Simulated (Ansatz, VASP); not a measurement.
# Two plane-wave programs on CaAl2Br2

```
Ca Al Br
1.0
     4.52404    0.00000    0.00000
    -2.26202    3.91794    0.00000
     0.00000    0.00000    7.77501
Ca Al Br
1 2 2
Direct
  0.00000 0.00000 0.00000
  0.33330 0.66670 0.62930
  0.66670 0.33330 0.37070
  0.33330 0.66670 0.26217
  0.66670 0.33330 0.73783
```

Alike in both runs: task single point; functional PBE; k mesh 9 × 9 × 5; no spin polarisation.

|  | VASP | Ansatz |
| --- | --- | --- |
| version | VASP 6.6.1 | Ansatz 0.2.0 |
| potentials or method | VASP PAW PBE potentials, release 64 (Ca_sv, Al, Br), cutoff 520 eV | PAW plane waves |
| occupations | fermi-dirac, width 0.1 eV | fermi-dirac |
| valence electrons in the cell | 30 | 30 |

|  | VASP | Ansatz | Ansatz less VASP |
| --- | --- | --- | --- |
| pressure (GPa) | 5.3 | 5.3 | 0.00 |
| traceless stress, the component that is largest in VASP (GPa) | 0.20 | 0.19 | -0.004 |
| rms of the force components (eV/Å) | 0.829 | 0.831 | +0.0024 |

Atom by atom the forces differ by 0.002 eV/Å (rms over components). Ansatz's warnings: structure snapped to symmetry.
